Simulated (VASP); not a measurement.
The system is GaN.

```
Ga N
1.0
     0.00000    2.10852    2.10852
     2.10852    0.00000    2.10852
     2.10852    2.10852    0.00000
Ga N
1 1
Cartesian
  2.1085 2.1085 2.1085
  0.0000 0.0000 0.0000
```

Base run:

| Quantity | Value |
| --- | --- |
| Program | VASP 6.6.1 |
| Functional | PBE |
| Potentials or basis | VASP PAW PBE potentials, release 64 (Ga_d, N) |
| Cutoff | 520 eV |
| k mesh | 8 × 8 × 8 |
| Occupations | gaussian, width 0.01 eV |
| Spin | no spin polarisation |

Its results: band gap on the k mesh 0.65 eV, indirect (least direct gap 2.83 eV); pressure 9.1 GPa.

Question: After a change of settings the same cell gave: band gap on the k mesh 1.17 eV, indirect (least direct gap 3.41 eV); pressure 1.3 GPa. Which change was it?
A. functional from PBE to r2SCAN
B. cutoff from 520 eV to 600 eV; occupations from gaussian, width 0.01 eV to gaussian, width 0.5 eV
C. functional from PBE to HSE06; k mesh from 8 × 8 × 8 to 6 × 6 × 6
D. occupations from gaussian, width 0.01 eV to fermi-dirac, width 0.001 eV; further incar settings from ALGO = Normal; EDIFF = 1e-06; NBANDS = 16 to ALGO = Normal; EDIFF = 1e-07; NBANDS = 16

Answer: A.

r2SCAN gives the wider gap, since meta-GGAs in the generalised Kohn-Sham scheme recover part of the derivative discontinuity.

Caveats: the PAW data sets were made with another functional, which shifts forces and pressure a little (some runs).
